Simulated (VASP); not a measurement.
# Ga3Se (Pm-3m) in VASP: settings compared, part 2 of 2

VASP 6.6.1.

**6. Single point, r2SCAN**

This run uses another cell than the first one, of 23.08 Å³/atom, 1.060 times its volume.

POSCAR

```
Ga3Se
1.0
    4.5193981489      0.0000000000      0.0000000000
    0.0000000000      4.5193981489      0.0000000000
    0.0000000000      0.0000000000      4.5193981489
Se Ga
1 3
Direct
    0.0000000000      0.0000000000      0.0000000000
    0.5000000000      0.5000000000      0.0000000000
    0.5000000000      0.0000000000      0.5000000000
    0.0000000000      0.5000000000      0.5000000000
```

INCAR.step1

```
  PREC = Accurate
  ENCUT = 520
  ISMEAR = -1
  SIGMA = 0.05
  LREAL = False
  LASPH = True
  NELM = 60
  NBANDS = 30
  GGA = PE
  ALGO = Normal
  EDIFF = 1E-4
  LWAVE = True
  LCHARG = False
```

INCAR.step2

```
  PREC = Accurate
  ENCUT = 520
  EDIFF = 1E-6
  ISMEAR = -1
  SIGMA = 0.05
  LREAL = False
  LASPH = True
  NELM = 60
  ALGO = Normal
  ISIF = 2
  LWAVE = False
  LCHARG = True
  METAGGA = R2SCAN
  LMIXTAU = True
  LELF = True
  LVHAR = True
  NBANDS = 30
  ISTART = 1
```

KPOINTS

```
regular mesh
0
Gamma
  6 6 6
```

Potentials or basis: VASP PAW PBE potentials, release 64 (Se, Ga_d).

Run with:

```
cat potpaw_PBE.64/Se/POTCAR potpaw_PBE.64/Ga_d/POTCAR > POTCAR
cp INCAR.step1 INCAR
mpirun -np 1 vasp_std > vasp.out
cp INCAR.step2 INCAR
mpirun -np 1 vasp_std > vasp.out
```

OUTCAR:

```text
PREC = Accurate
   ENCUT = 520
   EDIFF = 1E-6
   ISMEAR = -1
   LREAL = False
   LASPH = True
   NELM = 60
   ISIF = 2
   METAGGA = R2SCAN
   ISTART = 1

 ion  position               nearest neighbor table
   1  0.000  0.000  0.000-
   2  0.500  0.500  0.000-
   3  0.500  0.000  0.500-
   4  0.000  0.500  0.500-

  LATTYP: Found a simple cubic cell.
 ALAT       =     4.5193981489

  Lattice vectors:

 A1 = (   4.5193981489,   0.0000000000,   0.0000000000)
 A2 = (   0.0000000000,   4.5193981489,   0.0000000000)
 A3 = (   0.0000000000,   0.0000000000,   4.5193981489)

Analysis of symmetry for initial positions (statically):
=====================================================================
 Subroutine PRICEL returns:
 Original cell was already a primitive cell.

 Routine SETGRP: Setting up the symmetry group for a
 simple cubic supercell.

 Subroutine GETGRP returns: Found 48 space group operations
 (whereof 48 operations were pure point group operations)
 out of a pool of 48 trial point group operations.

The static configuration has the point symmetry O_h .

Analysis of symmetry for dynamics (positions and initial velocities):
=====================================================================
 Subroutine PRICEL returns:
 Original cell was already a primitive cell.

 Routine SETGRP: Setting up the symmetry group for a
 simple cubic supercell.

 Subroutine GETGRP returns: Found 48 space group operations
 (whereof 48 operations were pure point group operations)
 out of a pool of 48 trial point group operations.

The dynamic configuration has the point symmetry O_h .

 Subroutine INISYM returns: Found 48 space group operations
 (whereof 48 operations are pure point group operations),
 and found     1 'primitive' translations

----------------------------------------------------------------------------------------

                                     Primitive cell

  volume of cell :      92.3085

  direct lattice vectors                    reciprocal lattice vectors
     4.519398149  0.000000000  0.000000000     0.221268401  0.000000000  0.000000000
     0.000000000  4.519398149  0.000000000     0.000000000  0.221268401  0.000000000
     0.000000000  0.000000000  4.519398149     0.000000000  0.000000000  0.221268401

  length of vectors
     4.519398149  4.519398149  4.519398149     0.221268401  0.221268401  0.221268401

  position of ions in fractional coordinates (direct lattice)
     0.000000000  0.000000000  0.000000000
     0.500000000  0.500000000  0.000000000
     0.500000000  0.000000000  0.500000000
     0.000000000  0.500000000  0.500000000

  ion indices of the primitive-cell ions
   primitive index   ion index
                 1           1
                 2           2
                 3           3
                 4           4

----------------------------------------------------------------------------------------

 KPOINTS: regular mesh

Automatic generation of k-mesh.
 Grid dimensions read from file:
 generate k-points for:    6    6    6

 Generating k-lattice:

  Cartesian coordinates                     Fractional coordinates (reciprocal lattice)
     0.036878067  0.000000000  0.000000000     0.166666667  0.000000000  0.000000000
     0.000000000  0.036878067  0.000000000     0.000000000  0.166666667  0.000000000
     0.000000000  0.000000000  0.036878067     0.000000000  0.000000000  0.166666667

  Length of vectors
     0.036878067  0.036878067  0.036878067

  Shift w.r.t. Gamma in fractional coordinates (k-lattice)
     0.000000000  0.000000000  0.000000000

 Subroutine IBZKPT returns following result:
 ===========================================

 Found     20 irreducible k-points:

 Following reciprocal coordinates:
            Coordinates               Weight
  0.000000  0.000000  0.000000      1.000000
  0.166667  0.000000  0.000000      6.000000
  0.333333  0.000000  0.000000      6.000000
  0.500000  0.000000  0.000000      3.000000
  0.166667  0.166667  0.000000     12.000000
  0.333333  0.166667  0.000000     24.000000
[... 12 lines left out ...]
  0.500000  0.500000  0.333333      6.000000
  0.500000  0.500000  0.500000      1.000000
   k-points           NKPTS =     20   k-points in BZ     NKDIM =     20   number of bands    NBANDS=     30
   number of dos      NEDOS =    301   number of ions     NIONS =      4
   total plane-waves  NPLWV =  46656
   dimension x,y,z NGX =    36 NGY =   36 NGZ =   36
   dimension x,y,z NGXF=    72 NGYF=   72 NGZF=   72
   ions per type =               1   3
   NGX,Y,Z   is equivalent  to a cutoff of  13.24, 13.24, 13.24 a.u.
   NGXF,Y,Z  is equivalent  to a cutoff of  26.49, 26.49, 26.49 a.u.
 SYSTEM =  unknown system
   PREC   = accura    normal or accurate (medium, high low for compatibility)
   ISTART =      1    job   : 0-new  1-cont  2-samecut
   ICHARG =      0    charge: 1-file 2-atom 10-const
   ISPIN  =      1    spin polarized calculation?
   LNONCOLLINEAR =      F non collinear calculations
   LSORBIT =      F    spin-orbit coupling
   LASPH  =      T    aspherical Exc in radial PAW
   ENCUT  =  520.0 eV  38.22 Ry    6.18 a.u.   8.40  8.40  8.40*2*pi/ulx,y,z
   NELM   =     60;   NELMIN=  2; NELMDL=  0     # of ELM steps
   EDIFF  = 0.1E-05   stopping-criterion for ELM
   LREAL  =      F    real-space projection
   EDIFFG = 0.1E-04   stopping-criterion for IOM
   NSW    =      0    number of steps for IOM
   IBRION =     -1    ionic relax: 0-MD 1-quasi-New 2-CG
   NFREE  =      0    steps in history (QN), initial steepest desc. (CG)
   ISIF   =      2    stress and relaxation
   ISYM   =      2    0-nonsym 1-usesym 2-fastsym
   POTIM  = 0.5000    time-step for ionic-motion
   TEBEG  =    0.0;   TEEND  =   0.0 temperature during run
   PSTRESS=    0.0 pullay stress
   NELECT =      45.0000    total number of electrons
   NUPDOWN=      -1.0000    fix difference up-down
   EMIN   =  10.00;   EMAX   =-10.00  energy-range for DOS
   EFERMI =   0.00;   METHOD = LEGACY
   ISMEAR =    -1;   SIGMA  =   0.05  broadening in eV -4-tet -1-fermi 0-gaus
   EFERMI_NEDOS =   21; number of points for ismear=-14 and -15
   IALGO  =     38    algorithm
   IMIX   =      4    mixing-type and parameters
     AMIX     =   0.40;   BMIX     =  1.00
     AMIX_MAG =   1.60;   BMIX_MAG =  1.00
  volume/ion in A,a.u.               =      23.08       155.73
  Fermi-wavevector in a.u.,A,eV,Ry     =   1.288443  2.434803 22.586818  1.660084
  Thomas-Fermi vector in A             =   2.420396
   LORBIT       =      0    0 simple, 1 ext, 2 COOP (PROOUT), +10 PAW based schemes
   METAGGA = R2SCAN    functional components
   LHFCALC =     F    Hartree Fock is set to
   AEXX    =    0.0000 exact exchange contribution
   IVDW    =     0    specifies the selected vdW correction
   LEPSILON=     F    determine dielectric tensor
   LRPA    =     F    only Hartree local field effects (RPA)
 non-spin polarized calculation
  energy-cutoff  :      520.00
  volume of cell :       92.31
 maximum number of plane-waves:      2517
 NGX is ok and might be reduce to    36
   NGX = 17   NGY = 17   NGZ = 17

 number of electron      45.0000038 magnetization

 Free energy of the ion-electron system (eV)
  ---------------------------------------------------
  ext. energy  EPLUGINS =         0.00000000
  ---------------------------------------------------
  free energy    TOTEN  =       -48.13801322 eV

  energy without entropy =      -48.12594229  energy(sigma->0) =      -48.13197776

 E-fermi :   4.0370     XC(G=0): -10.7525

 val. band max:        3.8610030887   @ k =   0.5000   0.0000   0.0000
 cond. band min:       4.0784406421   @ k =   0.5000   0.3333   0.1667
 fundamental gap:      0.2174375534
 Fermi energy:         4.0370286349

 k-point     1 :       0.0000    0.0000    0.0000
  band No.  band energies     occupation
      1     -11.5587      2.00000
      2     -11.5512      2.00000
      3     -11.5512      2.00000
      4     -11.5512      2.00000
      5     -11.5101      2.00000
      6     -11.5101      2.00000
[... 22 lines left out ...]
     29      10.4382      0.00000
     30      11.5041      0.00000
[... 596 lines left out ...]
  band No.  band energies     occupation
      1     -11.6047      2.00000
      2     -11.5043      2.00000
      3     -11.5043      2.00000
      4     -11.5043      2.00000
      5     -11.5022      2.00000
      6     -11.5022      2.00000
[... 22 lines left out ...]
     29      12.5398      0.00000
     30      12.5398      0.00000

------------------------ aborting loop because EDIFF is reached ----------------------------------------

  FORCE on cell =-STRESS in cart. coord.  units (eV):
  Direction    XX          YY          ZZ          XY          YZ          ZX
  --------------------------------------------------------------------------------------
  -------------------------------------------------------------------------------------
  Total       -1.9273270     -1.9273270     -1.9273270     -0.0000000      0.0000000     -0.0000000
  in kB      -33.4521615    -33.4521615    -33.4521615     -0.0000000      0.0000000     -0.0000000
  external PRESSURE =     -33.4521615 kB  Pullay stress =       0.0000000 kB

 VOLUME and BASIS-vectors are now :
 -----------------------------------------------------------------------------
  energy-cutoff  :      520.00
  volume of cell :       92.31
      direct lattice vectors                 reciprocal lattice vectors
     4.519398149  0.000000000  0.000000000     0.221268401  0.000000000  0.000000000
     0.000000000  4.519398149  0.000000000     0.000000000  0.221268401  0.000000000
     0.000000000  0.000000000  4.519398149     0.000000000  0.000000000  0.221268401

 POSITION                                       TOTAL-FORCE (eV/Angst)
 -----------------------------------------------------------------------------------
      0.00000      0.00000      0.00000         0.000000      0.000000      0.000000
      2.25970      2.25970      0.00000         0.000000      0.000000      0.000000
      2.25970      0.00000      2.25970         0.000000      0.000000      0.000000
      0.00000      2.25970      2.25970         0.000000      0.000000      0.000000
 -----------------------------------------------------------------------------------
    total drift:                                0.000000      0.000000      0.000000

  FREE ENERGIE OF THE ION-ELECTRON SYSTEM (eV)
  ---------------------------------------------------
  free  energy   TOTEN  =       -48.1380132171 eV

  energy  without entropy=      -48.1259422946  energy(sigma->0) =      -48.13197776
```

Wall time 78 s (1 thread of Intel Xeon 6975P-C (Granite Rapids), shared host); peak memory 0.23 GiB.

Results:

```yaml
Free_energy: -48.1380 eV
Pressure: -3.3 GPa
```

Caveat: the PAW data sets were made with another functional, which shifts forces and pressure a little.

**7. Overview**

```tsv
level	cell	k mesh	gap on the mesh (eV)	pressure (GPa)
RPBE	a = 4.432 Å, 4 atoms	4 × 4 × 4	none	1.6
revPBE	a = 4.432 Å, 4 atoms	4 × 4 × 4	none	1.1
r2SCAN	a = 4.432 Å, 4 atoms	4 × 4 × 4	none	-1.2
r2SCAN	a = 4.491 Å, 4 atoms	6 × 6 × 6	none	-2.8
r2SCAN	a = 4.519 Å, 4 atoms	6 × 6 × 6	none	-3.3
```

Alike in all rows: task single point; potentials or basis VASP PAW PBE potentials, release 64 (Se, Ga_d); no spin polarisation; cutoff (eV) 520; smearing fermi-dirac 0.05 eV.

Every run on the cell as given and a fine mesh finds a metal. The pressure there spans -1.2 GPa (r2SCAN) to 1.6 GPa (RPBE); a positive pressure means that this level wants a larger cell, a negative one a smaller.

Caveats: the PAW data sets were made with another functional, which shifts forces and pressure a little.

Absolute energies hang on the potentials; compare differences alone.
